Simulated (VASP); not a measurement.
## CsI: single point with PBE

Crystal: CsI.

```xyz
2
Lattice="4.6081 0.0000 0.0000 0.0000 4.6081 0.0000 0.0000 0.0000 4.6081" Properties=species:S:1:pos:R:3 pbc="T T T"
Cs    0.0000    0.0000    0.0000
I     2.3040    2.3040    2.3040
```

| Property | Result |
| --- | --- |
| Program | VASP 6.6.1 |
| Task | single point |
| Functional | PBE |
| Potentials or basis | VASP PAW PBE potentials, release 64 (Cs_sv, I) |
| Cutoff | 500 eV |
| k mesh | 4 × 4 × 4, shifted |
| Occupations | gaussian, width 0.01 eV |
| Spin | no spin polarisation |

```
Pressure               : 0.4 GPa
Band gap on the k mesh : 4.17 eV, indirect (least direct gap 4.24 eV)
```

Levels at points of the mesh, in eV from the valence-band top:
```tsv
k point	band 4	band 5	band 6	band 7	band 8	band 9	band 10	band 11	band 12	band 13
(0.00, 0.00, 0.12)	-7.09	-7.09	-0.33	-0.08	-0.08	4.17	4.35	4.59	7.69	7.69
```

It took 120 s on 1 thread of Intel(R) Xeon(R) Platinum 8259CL CPU @ 2.50GHz (Skylake/Cascade Lake), on a shared host, peak memory 0.29 GiB.

Caveat: spin-orbit coupling is left out, which moves the levels of the heavy elements. A k mesh can miss the band edges.
